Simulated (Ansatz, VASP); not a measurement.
# Two plane-wave programs on BaO

The input INCAR:

```
ALGO     = Normal         # electronic algorithm
EDIFF    = 1E-6           # SCF threshold, eV
ENCUT    = 600            # plane-wave cutoff, eV
GGA      = PE             # functional
GGA_COMPAT= False        
ISIF     = 2              # what is computed and relaxed
ISMEAR   = 0              # smearing method
LASPH    = True           # aspherical terms in the spheres
LCHARG   = False          # write CHGCAR
LREAL    = False          # projectors in reciprocal space
LWAVE    = False          # write WAVECAR
NBANDS   = 15             # bands
NELM     = 120            # most SCF steps
PREC     = Accurate       # precision mode
SIGMA    = 0.02           # smearing width, eV
```

The input KPOINTS:

```
k-points
0
Gamma
  8 8 8
```

File POSCAR:

```
BaO
1.0
    0.0000000000      2.7870116222      2.7870116222
    2.7870116222      0.0000000000      2.7870116222
    2.7870116222      2.7870116222      0.0000000000
Ba O
1 1
Direct
    0.0000000000      0.0000000000      0.0000000000
    0.5000000000      0.5000000000      0.5000000000
```

Input for Ansatz:

```yaml
crystal:
  lattice:
    - [0.0, 2.7870116222, 2.7870116222]
    - [2.7870116222, 0.0, 2.7870116222]
    - [2.7870116222, 2.7870116222, 0.0]
  atoms:
    - { symbol: Ba, position: [0.0, 0.0, 0.0] }
    - { symbol: O, position: [0.5, 0.5, 0.5] }
basis:
  ecutwfc: 420
kpoints:
  mp_grid: { grid: [8, 8, 8] }
  band_path:
    path:
      - [[0.0, 0.0, 0.0], [0.5, 0.0, 0.5], [0.625, 0.25, 0.625]]
      - [[0.375, 0.375, 0.75], [0.0, 0.0, 0.0], [0.5, 0.5, 0.5], [0.5, 0.25, 0.75], [0.5, 0.0, 0.5]]
    npoints: 10
hamiltonian:
  xc: pbe
  pseudopotentials: { kind: paw, azcp: { folder: soft_1 } }
scf:
  occupations: { method: gaussian, width: 0.02 }
  n_extra_bands: 7
output:
  forces: true
  stress: true
  eigenvalues: true
```

Alike in both runs: task single point; functional PBE; k mesh 8 × 8 × 8; occupations gaussian, width 0.02 eV; no spin polarisation.

|  | VASP | Ansatz |
| --- | --- | --- |
| version | VASP 6.6.1 | Ansatz 0.2.0 |
| potentials or method | VASP PAW PBE potentials, release 64 (Ba_sv, O), cutoff 600 eV | scalar-relativistic, plane waves, PAW |
| valence electrons in the cell | 16 | 16 |

VASP gave:

| Property | Result |
| --- | --- |
| gap on the k mesh at the Fermi level (eV) | 2.04 |
| least direct gap on the mesh (eV) | 2.04 |
| pressure (GPa) | 1.5 |

Problem. Estimate Ansatz's values.

Solution. gap on the k mesh at the Fermi level (eV): 2.10; least direct gap on the mesh (eV): 2.10; pressure (GPa): 0.0.

Spin-orbit coupling is off throughout.
